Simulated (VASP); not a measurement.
SiBr:

```
CELL_PARAMETERS angstrom
3.57623 0.00000 0.00000
0.00000 3.57623 0.00000
0.00000 0.00000 3.57623
ATOMIC_POSITIONS crystal
Si 0.00000 0.00000 0.00000
Br 0.50000 0.50000 0.50000
```

| Property | Result |
| --- | --- |
| Program | VASP 6.6.1 |
| Task | relaxation of cell and atoms |
| Functional | PBE |
| Potentials or basis | VASP PAW PBE potentials, release 64 (Si, Br) |
| Cutoff | 600 eV |
| k mesh | 16 × 16 × 16 |
| Occupations | gaussian, width 0.1 eV |
| Spin | no spin polarisation |

At the start: pressure -1.7 GPa; volume 22.87 Å³/atom.

**Question.** Where does the relaxation end?

**Answer.** Over 3 steps the energy falls by 5.8 meV/atom and the volume is 21.86 Å³/atom (-4.4 %); space group Pm-3m (No. 221, to 0.05 Å).

The path:
```tsv
step	energy change (eV)	largest force (eV/Å)	pressure (GPa)	volume (Å³)
1	0.0000	0.0000	-1.74	45.74
2	-0.0111	0.0000	-0.38	44.11
3	-0.0115	0.0000	0.00	43.72
```

Final structure:
```
CELL_PARAMETERS angstrom
3.52284 0.00000 0.00000
0.00000 3.52284 0.00000
0.00000 0.00000 3.52284
ATOMIC_POSITIONS crystal
Si 0.00000 0.00000 0.00000
Br 0.50000 0.50000 0.50000
```

Caveat: an odd number of electrons without spin polarisation forces a metal; a magnetic or distorted state may lie lower.
